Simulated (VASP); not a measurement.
Input of a VASP 6.6.1 run:

INCAR

```
SYSTEM = Nb2O
PREC = Accurate
ENCUT = 520
EDIFF = 1E-6
ISMEAR = -1
SIGMA = 0.06122561905347299
LREAL = .FALSE.
LASPH = .TRUE.
NELM = 100
ALGO = Normal
ISIF = 2
LWAVE = .FALSE.
LCHARG = .FALSE.
GGA = PE
NBANDS = 23
```

Contents of KPOINTS:

```
regular mesh
0
G
  17 17 17
  0 0 0
```

The input POSCAR:

```
Nb2O
1.0
    0.0000000000      2.7681396106      2.7681396106
    2.7681396106      0.0000000000      2.7681396106
    2.7681396106      2.7681396106      0.0000000000
Nb O
2 1
Direct
    0.2500000000      0.2500000000      0.2500000000
    0.7500000000      0.7500000000      0.7500000000
    0.0000000000      0.0000000000      0.0000000000
```

Potentials or basis: VASP PAW PBE potentials, release 64 (Nb_sv, O).

The run is started by

```console
$ cat potpaw_PBE.64/Nb_sv/POTCAR potpaw_PBE.64/O/POTCAR > POTCAR
$ mpirun -np 1 vasp_std > vasp.out
```

Question: Predict the pressure.

Answer: 3.0 GPa.

Question: Predict the band gap on the k mesh.

Answer: Zero (band 16 reaches 12.40 eV, above the bottom of band 17 at 11.46 eV).
